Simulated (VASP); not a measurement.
Write the native input for VASP 6.6.1 that does the following.

- Task: electric field gradients
- Functional: PBE
- Potentials or basis: VASP PAW PBE potentials, release 64 (Ga_d, Sb)
- Cutoff: 520 eV
- k mesh: 9 × 9 × 9
- Occupations: fermi-dirac, width 0.08 eV
- Spin: no spin polarisation
- Dipole correction: no
- Further INCAR settings: ALGO = Normal; EDIFF = 1e-08; NBANDS = 16

The structure of GaSb (zincblende type) lies in POSCAR:

```
GaSb
1.0
    0.0000000000      3.0766616736      3.0766616736
    3.0766616736      0.0000000000      3.0766616736
    3.0766616736      3.0766616736      0.0000000000
Ga Sb
1 1
Direct
    0.0000000000      0.0000000000      0.0000000000
    0.2500000000      0.2500000000      0.2500000000
```

This cell differs from its parent crystal: volume scaled by 0.97.

The input as run:

INCAR

```
  PREC = Accurate
  ENCUT = 520
  EDIFF = 1E-8
  ISMEAR = -1
  SIGMA = 0.08
  LREAL = False
  LASPH = True
  NELM = 80
  ALGO = Normal
  ISIF = 2
  LWAVE = False
  LCHARG = False
  GGA = PE
  LEFG = True
  NBANDS = 16
```

KPOINTS

```
regular mesh
0
Gamma
  9 9 9
```

Potentials or basis: VASP PAW PBE potentials, release 64 (Ga_d, Sb).

The run is started by

```bash
$ cat potpaw_PBE.64/Ga_d/POTCAR potpaw_PBE.64/Sb/POTCAR > POTCAR
$ mpirun -np 1 vasp_std > vasp.out
```

It gave:

```json
{"Pressure": "1.5 GPa", "Band gap on the k mesh": "zero (filled and empty bands touch)"}
```

Caveat: without QUAD_EFG the Cq values of the log hold for a quadrupole moment of 1 mb, not for the nuclei; spin-orbit coupling is left out, which moves the levels of the heavy elements.

It took 30 s on 1 thread of Intel Xeon 6975P-C (shared host), peak memory 0.19 GiB.
